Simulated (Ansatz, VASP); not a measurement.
One calculation of TaN, two programs

INCAR

```
SYSTEM = TaN
PREC = Accurate
ENCUT = 520
EDIFF = 1E-6
ISMEAR = -1
SIGMA = 0.01
LREAL = .False.
LASPH = .True.
NELM = 80
ALGO = Normal
ISIF = 2
LWAVE = .False.
LCHARG = .False.
GGA = PE
NBANDS = 24
```

Contents of KPOINTS:

```
Automatic mesh
0
Gamma
  9 9 5
  0 0 0
```

The input POSCAR:

```
TaN
1.0
    3.0480019786      0.0304800198      0.0304800198
   -1.4976045179      2.6244071343      0.0111564616
    0.0491800000      0.0491800000      4.9180000000
Ta N
2 2
Direct
    0.0000000000      0.0000000000      0.0000000000
    0.0000000000      0.0000000000      0.5000000000
    0.3333333333      0.6666666667      0.2500000000
    0.6666666667      0.3333333333      0.7500000000
```

Input for Ansatz:

```yaml
crystal:
  lattice:
    - [3.0480019786, 0.0304800198, 0.0304800198]
    - [-1.4976045179, 2.6244071343, 0.0111564616]
    - [0.04918, 0.04918, 4.918]
  atoms:
    - { symbol: Ta, position: [0.0, 0.0, 0.0] }
    - { symbol: Ta, position: [0.0, 0.0, 0.5] }
    - { symbol: "N", position: [0.3333333333, 0.6666666667, 0.25] }
    - { symbol: "N", position: [0.6666666667, 0.3333333333, 0.75] }
kpoints:
  mp_grid: { grid: [9, 9, 5] }
  band_path:
    path:
      - [0.0, 0.0, 0.0]
      - [0.0, -0.5, 0.0]
      - [0.0, 0.0, 0.5]
      - [0.0, 0.0, 0.0]
      - [-0.5, 0.0, 0.0]
      - [-0.5, 0.5, -0.5]
      - [0.0, 0.0, 0.0]
      - [-0.5, 0.0, -0.5]
      - [-0.5, 0.5, 0.0]
    npoints: 5
scf:
  occupations: { method: fermi_dirac, width: 0.01 }
hamiltonian:
  xc: pbe
  pseudopotentials: { kind: all_electron, lapw: { basis_error: 0.0005 } }
output:
  forces: true
  stress: true
  eigenvalues: true
```

Change from the starting cell: equal xy, yz and zx shear strains of +2 %.

Alike in both runs: task single point; functional PBE; k mesh 9 × 9 × 5; occupations fermi-dirac, width 0.01 eV; no spin polarisation.

```csv
,VASP,Ansatz
version,VASP 6.6.1,Ansatz 0.2.0
potentials or method,"VASP PAW PBE potentials, release 64 (Ta_pv, N), cutoff 520 eV","all-electron LAPW, scalar-relativistic"
```

|  | VASP | Ansatz | Ansatz less VASP |
| --- | --- | --- | --- |
| pressure (GPa) | 61.5 | 59.6 | -1.92 |
| traceless stress, the component that is largest in VASP (GPa) | 57.23 | 56.58 | -0.653 |
| rms of the force components (eV/Å) | 0.164 | 0.160 | -0.0039 |

Atom by atom the forces differ by 0.004 eV/Å (rms over components). Both programs put the cell under a high pressure, so it lies far from rest at this level. Ansatz ran all-electron here, and VASP with PAW potentials.

Neither program's run includes spin-orbit coupling. Noted on VASP's run: the cell as given lies far from equilibrium.
